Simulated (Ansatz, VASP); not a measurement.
**KBr in VASP and in Ansatz**

```
K Br
1.0
     0.00000    3.68830    3.68830
     3.68830    0.00000    3.68830
     3.68830    3.68830    0.00000
K Br
1 1
Direct
  0.00000 0.00000 0.00000
  0.25000 0.25000 0.25000
```

Alike in both runs: task single point; functional PBEsol; k mesh 4 × 4 × 4; no spin polarisation.

```csv
,VASP,Ansatz
version,VASP 6.6.1,Ansatz 0.2.0
potentials or method,"VASP PAW PBE potentials, release 64 (K_sv, Br)",plane waves
plane-wave cutoff (eV),500,420
occupations,"methfessel-paxton of order 1, width 0.05 eV","cold, width 0.05 eV"
valence electrons in the cell,16,16
```

Ansatz gave:

```
gap on the k mesh at the Fermi level (eV) : 4.30
pressure (GPa)                            : -0.2
```

Q: Which values does VASP return?

A: gap on the k mesh at the Fermi level (eV): 4.29; pressure (GPa): -0.2.

VASP's potentials were made for PBE, not for PBEsol.
